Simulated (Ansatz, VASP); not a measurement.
Given: the input of a run of Ansatz 0.2.0 on FePt.

Contents of input.yaml:

```yaml
crystal:
  lattice:
    - [2.7235, 0.0, 0.0]
    - [0.0, 2.7235, 0.0]
    - [0.0, 0.0, 3.72]
  atoms:
    - { symbol: Pt, position: [0.5, 0.5, 0.5] }
    - { symbol: Fe, position: [0.0, 0.0, 0.0], spin: 3.0 }
hamiltonian:
  xc: pbe
  pseudopotentials: { kind: paw }
magnetization:
  spin_polarized: true
kpoints:
  mp_grid: { grid: [10, 10, 7] }
scf:
  occupations: { method: gaussian, width: 0.019 }
output:
  forces: true
  stress: true
  eigenvalues: true
```

Potentials or basis: Ansatz PAW.

Launch:

```console
$ ansatz run input.yaml --threads 2 --pin off --max-ram 5632MiB --backend cpu --events-out ev --progress --plain --runs-dir out
```

**Question.** Set up the same calculation for VASP 6.6.1. Potentials there: VASP PAW PBE potentials, release 64 (Pt, Fe).

**Answer.** As run (the cutoff follows the program's own potentials):

INCAR

```
SYSTEM = FePt
PREC = Accurate
ENCUT = 600
EDIFF = 1E-6
ISMEAR = 0
SIGMA = 0.019000000000000003
LREAL = .FALSE.
LASPH = .TRUE.
NELM = 200
ALGO = Normal
ISIF = 2
LWAVE = .FALSE.
LCHARG = .FALSE.
ISPIN = 2
MAGMOM = 0 3
LORBIT = 11
LMAXMIX = 4
GGA = PE
NBANDS = 20
GGA_COMPAT = .FALSE.
```

Contents of KPOINTS:

```
regular mesh
0
G
  10 10 7
  0 0 0
```

POSCAR

```
FePt
1.0
    2.7235000000      0.0000000000      0.0000000000
    0.0000000000      2.7235000000      0.0000000000
    0.0000000000      0.0000000000      3.7200000000
Pt Fe
1 1
Direct
    0.5000000000      0.5000000000      0.5000000000
    0.0000000000      0.0000000000      0.0000000000
```

Potentials or basis: VASP PAW PBE potentials, release 64 (Pt, Fe).

Launch:

```console
$ cat potpaw_PBE.64/Pt/POTCAR potpaw_PBE.64/Fe/POTCAR > POTCAR
$ mpirun -np 1 vasp_std > vasp.out
```

Both were run:

|  | VASP | Ansatz | Ansatz less VASP |
| --- | --- | --- | --- |
| gap on the k mesh at the Fermi level (eV) | none | none | - |
| pressure (GPa) | 2.8 | 3.3 | +0.49 |
| traceless stress, the component that is largest in VASP (GPa) | 0.38 | 0.32 | -0.063 |
| net moment per atom (μB) | 1.63 | 1.64 | +0.009 |
| size of the moment on the site where the two differ most (μB) | 0.33 | 0.39 | +0.064 |

Site moments also hang on the region over which each program counts them. A gap of «none» marks a metal or a gap that the smearing closes. VASP's potentials hold 18 valence electrons a cell and Ansatz's 34, so a difference there can come from the potentials and not from the codes.

Spin-orbit coupling is off throughout.
